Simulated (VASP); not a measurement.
**HfN: single point with PBE**

The system is HfN.

```
CELL_PARAMETERS angstrom
-0.17054 2.27390 2.27390
2.10335 0.00000 2.10335
2.27390 2.27390 -0.17054
ATOMIC_POSITIONS crystal
Hf 0.00000 0.00000 0.00000
N 0.50000 0.50000 0.50000
```

This cell differs from its parent crystal: strain -0.1500 x Voigt [0, 0, 0, 0, 1, 0].

| Item | Value |
| --- | --- |
| Program | VASP 6.6.1 |
| Task | single point |
| Functional | PBE |
| Potentials or basis | VASP PAW PBE potentials, release 64 (Hf_pv, N) |
| Cutoff | 520 eV |
| k mesh | 22 × 22 × 22 |
| Occupations | gaussian, width 0.15 eV |
| Spin | no spin polarisation |

The pressure is -0.3 GPa and the band gap on the k mesh is zero (an odd number of electrons rules out a gap without spin polarisation).

Stress tensor (GPa, compression positive):
```
 1.78  0.00 20.17
 0.00 -4.34  0.00
20.17  0.00  1.78
```

Levels at points of the mesh, in eV from the Fermi level:
| k point | band 5 | band 6 | band 7 | band 8 | band 9 | band 10 |
| --- | --- | --- | --- | --- | --- | --- |
| (0.00, 0.00, 0.00) | -3.09 | -2.85 | -2.26 | -1.23 | -0.96 | 1.10 |
| (0.50, 0.00, 0.00) | -8.69 | -5.98 | -4.78 | 1.45 | 4.01 | 4.34 |
| (0.00, 0.50, 0.00) | -8.49 | -6.67 | -5.78 | 2.73 | 3.45 | 4.47 |
| (0.50, 0.50, 0.00) | -5.27 | -3.57 | -3.48 | -3.44 | 3.54 | 4.98 |
| (0.50, 0.00, 0.50) | -5.24 | -3.97 | -3.67 | -2.79 | 4.41 | 5.60 |

It took 10 min on 1 thread of AMD EPYC 7R13, on a shared host, peak memory 0.56 GiB.

Caveat: the cell differs from its parent crystal (strain -0.1500 x Voigt [0, 0, 0, 0, 1, 0]); spin-orbit coupling is left out, which moves the levels of the heavy elements.
